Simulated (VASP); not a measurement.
A run of VASP 6.6.1 is set up as follows.

The input INCAR:

```
SYSTEM = MgO
ALGO = Normal ; EDIFF = 1E-7
EDIFFG = -0.005 ; ENCUT = 600
GGA = PE ; IBRION = 2
ISIF = 3 ; ISMEAR = 0
LASPH = .TRUE. ; LCHARG = .FALSE.
LREAL = .FALSE. ; LWAVE = .FALSE.
NELM = 80 ; NSW = 100
PREC = Accurate ; SIGMA = 0.02
```

Contents of KPOINTS:

```
k-points
0
G
  10 10 10
  0 0 0
```

File POSCAR:

```
MgO
1.0
    0.0000000000      2.1085000000      2.1085000000
    2.1085000000      0.0000000000      2.1085000000
    2.1085000000      2.1085000000      0.0000000000
Mg O
1 1
Direct
    0.0000000000      0.0000000000      0.0000000000
    0.5000000000      0.5000000000      0.5000000000
```

Potentials or basis: VASP PAW PBE potentials, release 64 (Mg, O).

Command:

```sh
$ cat potpaw_PBE.64/Mg/POTCAR potpaw_PBE.64/O/POTCAR > POTCAR
$ mpirun -np 1 vasp_std > vasp.out
```

(1) Predict the relaxed cell.

(2) Predict the band gap on the k mesh.

Answers

(1) a = 3.002 Å, b = 3.002 Å, c = 3.002 Å, α = 60.00°, β = 60.00°, γ = 60.00°.

(2) 4.50 eV, direct.
